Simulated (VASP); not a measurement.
Wanted: the native input for a VASP 6.6.1 run.

```
Task                   : single point
Functional             : PBEsol
Potentials or basis    : VASP PAW PBE potentials, release 64 (B)
Cutoff                 : 520 eV
k mesh                 : 14 × 8 × 2
Occupations            : gaussian, width 0.1 eV
Spin                   : no spin polarisation
Dipole correction      : no
Further INCAR settings : ALGO = Normal; EDIFF = 1e-06; NBANDS = 22
```

The structure of B lies in POSCAR:

```
B
1.0
    0.8207299983     -1.4195427985      0.0400784013
   -2.4525251747     -1.4100424798      0.2637575876
    0.9469137080      0.9130911057    -14.7277466763
B
8
Direct
    0.5438652900      0.5696848078      0.9397945445
    0.6299387590      1.0090398155      0.3756944364
    0.0173379700      0.0101392679      0.8755357409
    0.1564534396      0.5685997386      0.4399444050
   -0.2938517786      0.6802645890      0.5602194544
    0.0935314525      0.6814510146      0.0600416313
    0.2326679120      0.2397965855      0.6244654957
    0.6200569553      0.2410241812      0.1243042918
```

These files were run (other wordings do the same):

INCAR

```
PREC = Accurate ; ENCUT = 520
EDIFF = 1E-6 ; ISMEAR = 0
SIGMA = 0.1 ; LREAL = False
LASPH = True ; NELM = 100
ALGO = Normal ; ISIF = 2
LWAVE = False ; LCHARG = False
GGA = PS ; NBANDS = 22
```

KPOINTS

```
Automatic mesh
0
Gamma
  14 8 2
```

Potentials or basis: VASP PAW PBE potentials, release 64 (B).

The run is started by

```bash
$ cat potpaw_PBE.64/B/POTCAR > POTCAR
$ mpirun -np 1 vasp_std > vasp.out
```

Results of the run:

```json
{"Pressure": "0.2 GPa", "Largest force": "0.010 eV/Å", "Band gap on the k mesh": "zero (band 12 reaches 8.80 eV, above the bottom of band 13 at 1.55 eV)"}
```

Caveat: the PAW data sets were made with another functional, which shifts forces and pressure a little.

It took 120 s on 1 thread of Intel Xeon 6975P-C, on a shared host, peak memory 0.24 GiB.
